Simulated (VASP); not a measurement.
Input of a VASP 6.6.1 run:

The input INCAR:

```
SYSTEM = TaH
PREC = Accurate
ENCUT = 520
EDIFF = 1E-6
ISMEAR = 0
SIGMA = 0.1
LREAL = .FALSE.
LASPH = .TRUE.
NELM = 60
ALGO = Normal
ISIF = 2
LWAVE = .FALSE.
LCHARG = .FALSE.
GGA = PE
NBANDS = 13
```

File KPOINTS:

```
Automatic mesh
0
G
  16 16 16
  0 0 0
```

File POSCAR:

```
TaH
1.0
    0.0000000000      2.1588562930      2.1588562930
    2.1588562930      0.0000000000      2.1588562930
    2.1588562930      2.1588562930      0.0000000000
Ta H
1 1
Direct
    0.0000000000      0.0000000000      0.0000000000
    0.5000000000      0.5000000000      0.5000000000
```

Potentials or basis: VASP PAW PBE potentials, release 64 (Ta_pv, H).

Command:

```console
$ cat potpaw_PBE.64/Ta_pv/POTCAR potpaw_PBE.64/H/POTCAR > POTCAR
$ mpirun -np 1 vasp_std > vasp.out
```

**Question.** Estimate the pressure.

**Answer.** 0.1 GPa.

**Question.** Predict the band gap on the k mesh.

**Answer.** Zero (band 6 reaches 7.60 eV, above the bottom of band 7 at 5.56 eV).

Caveat: spin-orbit coupling is left out, which moves the levels of the heavy elements.
